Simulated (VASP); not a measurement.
Set up this calculation in VASP 6.6.1, as the native input.

| Property | Result |
| --- | --- |
| Task | relaxation of cell and atoms |
| Functional | PBEsol |
| Potentials or basis | VASP PAW PBE potentials, release 64 (Ge_d) |
| Cutoff | 500 eV |
| k mesh | 13 × 13 × 13 |
| Occupations | methfessel-paxton, width 0.05 eV |
| Spin | no spin polarisation |
| Dipole correction | no |
| Further INCAR settings | ALGO = Normal; EDIFF = 1e-07; IBRION = 2; EDIFFG = -0.03; NSW = 80; ISIF = 3 |

The structure of Ge lies in POSCAR:

```
Ge
1.0
    0.0000000000      2.8300000000      2.8300000000
    2.8300000000      0.0000000000      2.8300000000
    2.8300000000      2.8300000000      0.0000000000
Ge
2
Direct
    1.0000000000      1.0000000000      1.0000000000
    0.2500000000      0.2500000000      0.2500000000
```

One way to write it, as run:

INCAR

```
PREC = Accurate ; ENCUT = 500
EDIFF = 1E-7 ; ISMEAR = 1
SIGMA = 0.05 ; LREAL = F
LASPH = T ; NELM = 120
ALGO = Normal ; ISIF = 3
LWAVE = F ; LCHARG = F
GGA = PS ; IBRION = 2
NSW = 80 ; EDIFFG = -0.03
GGA_COMPAT = F ; NELMIN = 4
```

KPOINTS

```
regular mesh
0
Gamma
  13 13 13
```

Potentials or basis: VASP PAW PBE potentials, release 64 (Ge_d).

Launch:

```bash
$ cat potpaw_PBE.64/Ge_d/POTCAR > POTCAR
$ mpirun -np 1 vasp_std > vasp.out
```

It gave:

- Relaxed volume: 22.86 Å³/atom
- Relaxed cell: a = 4.013 Å, b = 4.013 Å, c = 4.013 Å, α = 60.00°, β = 60.00°, γ = 60.00°
- Space group after relaxing (to 0.1 Å): Fd-3m (No. 227)
- Energy gained by relaxing: 0.2 meV/atom
- Ionic steps: 2
- Pressure after relaxing: -0.1 GPa
- Band gap on the k mesh: zero (filled and empty bands touch)

Caveat: semilocal functionals underestimate gaps, and a narrow one can read as zero; the PAW data sets were made with another functional, which shifts forces and pressure a little.

Wall time 2.5 min on 1 thread of Intel Xeon 8259CL (shared host), peak memory 0.2 GiB.
